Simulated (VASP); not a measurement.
# Ta2C (P-3m1) in VASP: settings compared, part 2 of 2

VASP 6.6.1. The steps go on from the part before.

## 4. Single point, BLYP+D3(BJ)

This run uses another cell than the first one, of 13.55 Å³/atom, 0.984 times its volume.

Contents of INCAR:

```
PREC = Accurate
ENCUT = 600
EDIFF = 1E-6
ISMEAR = -1
SIGMA = 0.01
LREAL = F
LASPH = T
NELM = 120
ALGO = Normal
ISIF = 2
LWAVE = F
LCHARG = F
GGA = B5
ALDAX = 1.0
AGGAX = 1.0
AGGAC = 1.0
ALDAC = 0.0
IVDW = 12
VDW_S6 = 1.0
VDW_S8 = 2.6996
VDW_A1 = 0.4298
VDW_A2 = 4.2359
NBANDS = 22
GGA_COMPAT = F
```

Contents of KPOINTS:

```
Automatic mesh
0
Gamma
  4 4 2
```

Contents of POSCAR:

```
Ta2C
1.0
    3.0870177263      0.0000000000      0.0000000000
   -1.5435088632      2.6734357729      0.0000000000
    0.0000000000      0.0000000000      4.9270028571
Ta C
2 1
Direct
    0.3333333333      0.6666666667      0.2562053944
    0.6666666667      0.3333333333      0.7437946056
    0.0000000000      0.0000000000      0.0000000000
```

Potentials or basis: VASP PAW PBE potentials, release 64 (Ta_sv_GW, C).

Started as:

```
$ cat potpaw_PBE.64/Ta_sv_GW/POTCAR potpaw_PBE.64/C/POTCAR > POTCAR
$ mpirun -np 1 vasp_std > vasp.out
```

OUTCAR:

```text
PREC = Accurate
   ENCUT = 600
   EDIFF = 1E-6
   ISMEAR = -1
   LREAL = F
   LASPH = T
   NELM = 120
   ISIF = 2
   GGA = B5
   IVDW = 12
 IVDW          = 12

 ion  position               nearest neighbor table
   1  0.333  0.667  0.256-   3 2.18   3 2.18   3 2.18   2 2.99   2 2.99   2 2.99   2 3.09   2 3.09
                             2 3.09
   2  0.667  0.333  0.744-   3 2.18   3 2.18   3 2.18   1 2.99   1 2.99   1 2.99   1 3.09   1 3.09
                             1 3.09
   3  0.000  0.000  0.000-   1 2.18   2 2.18   2 2.18   1 2.18   2 2.18   1 2.18

  LATTYP: Found a hexagonal cell.
 ALAT       =     3.0870177263
 C/A-ratio  =     1.5960397037

  Lattice vectors:

 A1 = (   3.0870177263,   0.0000000000,   0.0000000000)
 A2 = (  -1.5435088632,   2.6734357729,   0.0000000000)
 A3 = (   0.0000000000,   0.0000000000,   4.9270028571)

Analysis of symmetry for initial positions (statically):
=====================================================================
 Subroutine PRICEL returns:
 Original cell was already a primitive cell.

 Routine SETGRP: Setting up the symmetry group for a
 hexagonal supercell.

 Subroutine GETGRP returns: Found 12 space group operations
 (whereof 12 operations were pure point group operations)
 out of a pool of 24 trial point group operations.

The static configuration has the point symmetry D_3d.

Analysis of symmetry for dynamics (positions and initial velocities):
=====================================================================
 Subroutine PRICEL returns:
 Original cell was already a primitive cell.

 Routine SETGRP: Setting up the symmetry group for a
 hexagonal supercell.

 Subroutine GETGRP returns: Found 12 space group operations
 (whereof 12 operations were pure point group operations)
 out of a pool of 24 trial point group operations.

The dynamic configuration has the point symmetry D_3d.

 Subroutine INISYM returns: Found 12 space group operations
 (whereof 12 operations are pure point group operations),
 and found     1 'primitive' translations

----------------------------------------------------------------------------------------

                                     Primitive cell

  volume of cell :      40.6623

  direct lattice vectors                    reciprocal lattice vectors
     3.087017726  0.000000000  0.000000000     0.323937239  0.187025252  0.000000000
    -1.543508863  2.673435773  0.000000000     0.000000000  0.374050505  0.000000000
     0.000000000  0.000000000  4.927002857     0.000000000  0.000000000  0.202963146

  length of vectors
     3.087017726  3.087017726  4.927002857     0.374050505  0.374050505  0.202963146

  position of ions in fractional coordinates (direct lattice)
     0.333333333  0.666666667  0.256205394
     0.666666667  0.333333333  0.743794606
     0.000000000  0.000000000  0.000000000

  ion indices of the primitive-cell ions
   primitive index   ion index
                 1           1
                 2           2
                 3           3

----------------------------------------------------------------------------------------

 KPOINTS: Automatic mesh

Automatic generation of k-mesh.
 Grid dimensions read from file:
 generate k-points for:    4    4    2

 Generating k-lattice:

  Cartesian coordinates                     Fractional coordinates (reciprocal lattice)
     0.080984310  0.046756313  0.000000000     0.250000000  0.000000000  0.000000000
     0.000000000  0.093512626  0.000000000     0.000000000  0.250000000  0.000000000
     0.000000000  0.000000000  0.101481573     0.000000000  0.000000000  0.500000000

  Length of vectors
     0.093512626  0.093512626  0.101481573

  Shift w.r.t. Gamma in fractional coordinates (k-lattice)
     0.000000000  0.000000000  0.000000000

 Subroutine IBZKPT returns following result:
 ===========================================

 Found      8 irreducible k-points:

 Following reciprocal coordinates:
            Coordinates               Weight
  0.000000  0.000000  0.000000      1.000000
  0.250000  0.000000  0.000000      6.000000
  0.500000  0.000000  0.000000      3.000000
  0.250000  0.250000  0.000000      6.000000
  0.000000  0.000000  0.500000      1.000000
  0.250000  0.000000  0.500000      6.000000
  0.500000  0.000000  0.500000      3.000000
  0.250000  0.250000  0.500000      6.000000
   k-points           NKPTS =      8   k-points in BZ     NKDIM =      8   number of bands    NBANDS=     22
   number of dos      NEDOS =    301   number of ions     NIONS =      3
   total plane-waves  NPLWV =  31360
   dimension x,y,z NGX =    28 NGY =   28 NGZ =   40
   dimension x,y,z NGXF=    56 NGYF=   56 NGZF=   80
   ions per type =               2   1
   NGX,Y,Z   is equivalent  to a cutoff of  15.08, 15.08, 13.50 a.u.
   NGXF,Y,Z  is equivalent  to a cutoff of  30.16, 30.16, 26.99 a.u.
 SYSTEM =  unknown system
   PREC   = accura    normal or accurate (medium, high low for compatibility)
   ISTART =      0    job   : 0-new  1-cont  2-samecut
   ICHARG =      2    charge: 1-file 2-atom 10-const
   ISPIN  =      1    spin polarized calculation?
   LNONCOLLINEAR =      F non collinear calculations
   LSORBIT =      F    spin-orbit coupling
   LASPH  =      T    aspherical Exc in radial PAW
   ENCUT  =  600.0 eV  44.10 Ry    6.64 a.u.   6.17  6.17  9.84*2*pi/ulx,y,z
   NELM   =    120;   NELMIN=  2; NELMDL= -5     # of ELM steps
   EDIFF  = 0.1E-05   stopping-criterion for ELM
   LREAL  =      F    real-space projection
   EDIFFG = 0.1E-04   stopping-criterion for IOM
   NSW    =      0    number of steps for IOM
   IBRION =     -1    ionic relax: 0-MD 1-quasi-New 2-CG
   NFREE  =      0    steps in history (QN), initial steepest desc. (CG)
   ISIF   =      2    stress and relaxation
   ISYM   =      2    0-nonsym 1-usesym 2-fastsym
   POTIM  = 0.5000    time-step for ionic-motion
   TEBEG  =    0.0;   TEEND  =   0.0 temperature during run
   PSTRESS=    0.0 pullay stress
   NELECT =      30.0000    total number of electrons
   NUPDOWN=      -1.0000    fix difference up-down
   EMIN   =  10.00;   EMAX   =-10.00  energy-range for DOS
   EFERMI =   0.00;   METHOD = LEGACY
   ISMEAR =    -1;   SIGMA  =   0.01  broadening in eV -4-tet -1-fermi 0-gaus
   EFERMI_NEDOS =   21; number of points for ismear=-14 and -15
   IALGO  =     38    algorithm
   IMIX   =      4    mixing-type and parameters
     AMIX     =   0.40;   BMIX     =  1.00
     AMIX_MAG =   1.60;   BMIX_MAG =  1.00
  volume/ion in A,a.u.               =      13.55        91.47
  Fermi-wavevector in a.u.,A,eV,Ry     =   1.479283  2.795440 29.773344  2.188279
  Thomas-Fermi vector in A             =   2.593460
   LORBIT       =      0    0 simple, 1 ext, 2 COOP (PROOUT), +10 PAW based schemes
   GGA     = B5    functional components
   LHFCALC =     F    Hartree Fock is set to
   AEXX    =    0.0000 exact exchange contribution
   IVDW    =    12    specifies the selected vdW correction
   LEPSILON=     F    determine dielectric tensor
   LRPA    =     F    only Hartree local field effects (RPA)
 non-spin polarized calculation
  energy-cutoff  :      600.00
  volume of cell :       40.66
 maximum number of plane-waves:      1387
 NGX is ok and might be reduce to    28
   NGX = 13   NGY = 13   NGZ = 19

 number of electron      29.9999997 magnetization

 Free energy of the ion-electron system (eV)
  ---------------------------------------------------
  ext. energy  EPLUGINS =         0.00000000
  ---------------------------------------------------
  free energy    TOTEN  =       -35.82542557 eV

  energy without entropy =      -35.82542557  energy(sigma->0) =      -35.82542557

 E-fermi :  11.9017     XC(G=0): -12.5799

 val. band max:       11.6505977023   @ k =   0.0000   0.0000   0.0000
 cond. band min:      12.1437608465   @ k =   0.0000   0.0000   0.0000
 fundamental gap:      0.4931631441
 Fermi energy:        11.9017282858

 k-point     1 :       0.0000    0.0000    0.0000
  band No.  band energies     occupation
      1     -55.9419      2.00000
      2     -55.8681      2.00000
      3     -23.1060      2.00000
      4     -22.4069      2.00000
      5     -22.4069      2.00000
      6     -22.2894      2.00000
[... 174 lines left out ...]
      6     -22.6596      2.00000
[... 14 lines left out ...]
     21      17.8239      0.00000
     22      18.8815      0.00000

------------------------ aborting loop because EDIFF is reached ----------------------------------------

 Edisp (eV)   -3.75361

 E8    (eV) :    -2.9125

  FORCE on cell =-STRESS in cart. coord.  units (eV):
  Direction    XX          YY          ZZ          XY          YZ          ZX
  --------------------------------------------------------------------------------------
  -------------------------------------------------------------------------------------
  Total       0.22398     0.22398     0.24442    -0.00000    -0.00000     0.00000
  in kB       8.82510     8.82510     9.63046    -0.00000    -0.00000     0.00000
  external pressure =        9.09 kB  Pullay stress =        0.00 kB

 VOLUME and BASIS-vectors are now :
 -----------------------------------------------------------------------------
  energy-cutoff  :      600.00
  volume of cell :       40.66
      direct lattice vectors                 reciprocal lattice vectors
     3.087017726  0.000000000  0.000000000     0.323937239  0.187025252  0.000000000
    -1.543508863  2.673435773  0.000000000     0.000000000  0.374050505  0.000000000
     0.000000000  0.000000000  4.927002857     0.000000000  0.000000000  0.202963146

 POSITION                                       TOTAL-FORCE (eV/Angst)
 -----------------------------------------------------------------------------------
     -0.00000      1.78229      1.26232         0.000000      0.000000      0.044454
      1.54351      0.89115      3.66468        -0.000000     -0.000000     -0.044454
      0.00000      0.00000      0.00000         0.000000      0.000000      0.000000
 -----------------------------------------------------------------------------------
    total drift:                               -0.000000      0.000000      0.000000

  FREE ENERGIE OF THE ION-ELECTRON SYSTEM (eV)
  ---------------------------------------------------
  free  energy   TOTEN  =       -39.5790394361 eV

  energy  without entropy=      -39.5790394361  energy(sigma->0) =      -39.57903944
```

OSZICAR:

```text
N       E                     dE             d eps       ncg     rms          rms(c)
DAV:   1     0.265405444912E+03    0.26541E+03   -0.20575E+04   352   0.154E+03
DAV:   2    -0.245861236492E+02   -0.28999E+03   -0.27944E+03   456   0.394E+02
DAV:   3    -0.416517759326E+02   -0.17066E+02   -0.16906E+02   484   0.888E+01
DAV:   4    -0.420737795242E+02   -0.42200E+00   -0.42186E+00   442   0.125E+01
DAV:   5    -0.420792638325E+02   -0.54843E-02   -0.54840E-02   508   0.135E+00    0.132E+02
DAV:   6    -0.360709467583E+02    0.60083E+01   -0.26911E+01   414   0.253E+01    0.110E+02
DAV:   7    -0.361385867869E+02   -0.67640E-01   -0.64873E+00   358   0.158E+01    0.358E+00
DAV:   8    -0.358458236496E+02    0.29276E+00   -0.10886E+00   416   0.651E+00    0.194E+01
DAV:   9    -0.358251824581E+02    0.20641E-01   -0.13533E-01   382   0.246E+00    0.431E+00
DAV:  10    -0.358254802164E+02   -0.29776E-03   -0.11269E-02   414   0.676E-01    0.422E-01
DAV:  11    -0.358253916057E+02    0.88611E-04   -0.25832E-03   408   0.372E-01    0.891E-01
DAV:  12    -0.358254433517E+02   -0.51746E-04   -0.36904E-04   432   0.144E-01    0.501E-01
DAV:  13    -0.358254257183E+02    0.17633E-04   -0.67197E-05   400   0.486E-02    0.161E-01
DAV:  14    -0.358254255739E+02    0.14437E-06   -0.76444E-06   354   0.173E-02
   1 F= -.39579039E+02 E0= -.39579039E+02  d E =-.117300E-11
```

stdout:

```text
POSCAR found type information on POSCAR TaC
 POSCAR found :  2 types and       3 ions
 scaLAPACK will be used
 -----------------------------------------------------------------------------
|                                                                             |
|                                                                             |
|     You enforced a specific xc type in the INCAR file but a different       |
|     I HOPE YOU KNOW WHAT YOU ARE DOING!                                     |
|                                                                             |
 -----------------------------------------------------------------------------

 LDA part: xc-table for (Slater(with rela. corr.)+VWN5), standard interpolation
 POSCAR, INCAR and KPOINTS ok, starting setup
 FFT: planning ... GRIDC
 FFT: planning ... GRID_SOFT
 FFT: planning ... GRID
 WAVECAR not read
 entering main loop
```

Run time: 43 s. Hardware: 1 thread of AMD EPYC 7R43 (Zen 3), shared host; peak memory 0.16 GiB.

What came out:

* Free energy: -39.5790 eV
* Pressure: 0.9 GPa
* Largest force: 0.044 eV/Å
* Band gap on the k mesh: zero (band 15 reaches 12.14 eV, above the bottom of band 16 at 11.39 eV)
* Dispersion energy per atom: -1.251 eV

Forces in eV/Å, atoms in the order of the input:
```
Ta   0.000  0.000  0.044
Ta   0.000  0.000 -0.044
C    0.000  0.000  0.000
```

Stress tensor (GPa, compression positive):
```
0.88 0.00 0.00
0.00 0.88 0.00
0.00 0.00 0.96
```

Levels at points of the mesh, in eV from the Fermi level:
```csv
k point,band 13,band 14,band 15,band 16,band 17,band 18
"(0.00, 0.00, 0.00)",-3.15,-0.25,0.24,0.24,0.94,0.94
"(0.50, 0.00, 0.00)",-3.92,-1.96,-0.39,2.90,3.22,4.42
"(0.00, 0.00, 0.50)",-2.21,-1.63,-0.51,-0.51,2.79,2.79
"(0.50, 0.00, 0.50)",-2.63,-1.25,-1.17,1.06,1.17,4.11
```

Caveat: the k points lie up to 0.64 Å⁻¹ apart; the PAW data sets were made with another functional, which shifts forces and pressure a little; spin-orbit coupling is left out, which moves the levels of the heavy elements; pairwise dispersion overbinds metals, which lowers pressure and volume.

## 5. Overview

| task | level | potentials or basis | cell | second run | gap on the mesh (eV) | pressure (GPa) | largest force (eV/Å) |
| --- | --- | --- | --- | --- | --- | --- | --- |
| relaxation of cell and atoms | LDA | VASP PAW LDA potentials, release 64 (Ta_pv, C) | relaxed from a = 3.106, b = 3.106, c = 4.946 Å, angles 90.0, 90.0, 120.0°, 3 atoms | - | none | 0.0 | - |
| single point | LDA | VASP PAW LDA potentials, release 64 (Ta_sv_GW, C) | a = 3.067, b = 3.067, c = 4.904 Å, angles 90.0, 90.0, 120.0°, 3 atoms | valence_matched | none | 0.9 | 0.05 |
| single point | BLYP+D3(BJ) | VASP PAW PBE potentials, release 64 (Ta_sv_GW, C) | a = 3.087, b = 3.087, c = 4.927 Å, angles 90.0, 90.0, 120.0°, 3 atoms | valence_matched | none | 0.9 | 0.04 |

Alike in all rows: no spin polarisation; k mesh 4 × 4 × 2; cutoff (eV) 600; smearing fermi-dirac 0.01 eV.

Caveats: all runs use coarse meshes; spin-orbit coupling is left out, which moves the levels of the heavy elements; the relaxation stopped at a loose force limit of 0.1 eV/Å, so its end isn't a converged minimum (some runs); the PAW data sets were made with another functional, which shifts forces and pressure a little (some runs); pairwise dispersion overbinds metals, which lowers pressure and volume (some runs).

Absolute energies hang on the potentials; compare differences alone.
